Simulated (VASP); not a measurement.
Set up this calculation in VASP 6.6.1, as the native input.

* Task: single point
* Functional: PBE
* Potentials or basis: VASP PAW PBE potentials, release 64 (Pt, Se)
* Cutoff: 520 eV
* k mesh: 7 × 7 × 5
* Occupations: fermi-dirac, width 0.05 eV
* Spin: no spin polarisation
* Dipole correction: no
* Further INCAR settings: ALGO = Normal; EDIFF = 1e-06; NBANDS = 18

The structure of PtSe2 (Sudovikovite) lies in POSCAR:

```
PtSe2
1.0
    3.7612400000      0.0000000000      0.0000000000
   -1.8806200000      3.2573293897      0.0000000000
    0.0000000000      0.0000000000      5.0620000000
Pt Se
1 2
Direct
    0.0000000000      0.0000000000      0.0000000000
    0.6666666667      0.3333333333      0.7500000000
    0.3333333333      0.6666666667      0.2500000000
```

One way to write it, as run:

INCAR

```
  PREC = Accurate
  ENCUT = 520
  EDIFF = 1E-6
  ISMEAR = -1
  SIGMA = 0.05
  LREAL = F
  LASPH = T
  NELM = 80
  ALGO = Normal
  ISIF = 2
  LWAVE = F
  LCHARG = F
  GGA = PE
  NBANDS = 18
```

KPOINTS

```
regular mesh
0
Gamma
  7 7 5
```

Potentials or basis: VASP PAW PBE potentials, release 64 (Pt, Se).

The run is started by

```sh
$ cat potpaw_PBE.64/Pt/POTCAR potpaw_PBE.64/Se/POTCAR > POTCAR
$ mpirun -np 1 vasp_std > vasp.out
```

Results of the run:

The pressure is 4.2 GPa and the largest force is 0.382 eV/Å. The band gap on the k mesh is zero (band 11 reaches 6.68 eV, above the bottom of band 12 at 6.33 eV).

Caveat: spin-orbit coupling is left out, which moves the levels of the heavy elements.

Wall time 40 s on 1 thread of Intel(R) Xeon(R) Platinum 8124M CPU @ 3.00GHz (Skylake/Cascade Lake) (shared host), peak memory 0.2 GiB.
